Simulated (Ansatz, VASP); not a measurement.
**CuAu in VASP and in Ansatz**

INCAR

```
SYSTEM = CuAu
  PREC = Accurate
  ENCUT = 520
  EDIFF = 1E-7
  ISMEAR = -1
  SIGMA = 0.05
  LREAL = .FALSE.
  LASPH = .TRUE.
  NELM = 60
  ALGO = Normal
  ISIF = 2
  LWAVE = .FALSE.
  LCHARG = .TRUE.
  GGA = PE
  LELF = .TRUE.
  LVHAR = .TRUE.
  NBANDS = 18
```

The input KPOINTS:

```
Automatic mesh
0
G
  18 18 14
  0 0 0
```

The input POSCAR:

```
CuAu
1.0
    2.8000000000      0.0000000000      0.0000000000
    0.0000000000      2.8000000000      0.0000000000
    0.0000000000      0.0000000000      3.6700000000
Cu Au
1 1
Direct
    0.5000000000      0.5000000000      0.5000000000
    0.0000000000      0.0000000000      0.0000000000
```

Input for Ansatz:

```yaml
crystal:
  lattice:
    - [2.8, 0.0, 0.0]
    - [0.0, 2.8, 0.0]
    - [0.0, 0.0, 3.67]
  atoms:
    - { symbol: Cu, position: [0.5, 0.5, 0.5] }
    - { symbol: Au, position: [0.0, 0.0, 0.0] }
kpoints:
  mp_grid: { grid: [18, 18, 14] }
scf:
  occupations: { method: fermi_dirac, width: 0.05 }
hamiltonian:
  xc: pbe
  pseudopotentials: { kind: all_electron, lapw: { basis_error: 0.00025 } }
output:
  forces: true
  stress: true
  eigenvalues: true
```

Alike in both runs: task single point; functional PBE; k mesh 18 × 18 × 14; occupations fermi-dirac, width 0.05 eV; no spin polarisation.

|  | VASP | Ansatz |
| --- | --- | --- |
| version | VASP 6.6.1 | Ansatz 0.2.0 |
| potentials or method | VASP PAW PBE potentials, release 64 (Cu, Au), cutoff 520 eV | all-electron LAPW, scalar-relativistic |

VASP gave:

- pressure (GPa): 6.7
- traceless stress, the component that is largest in VASP (GPa): -0.71

Task: Which values does Ansatz return?

Result: Pressure (GPa): 6.8; traceless stress, the component that is largest in VASP (GPa): -0.75.

Ansatz ran all-electron here, and VASP with PAW potentials. Ansatz's warnings: cushion ram shed, subspace factor ram capped.

Neither program's run includes spin-orbit coupling.
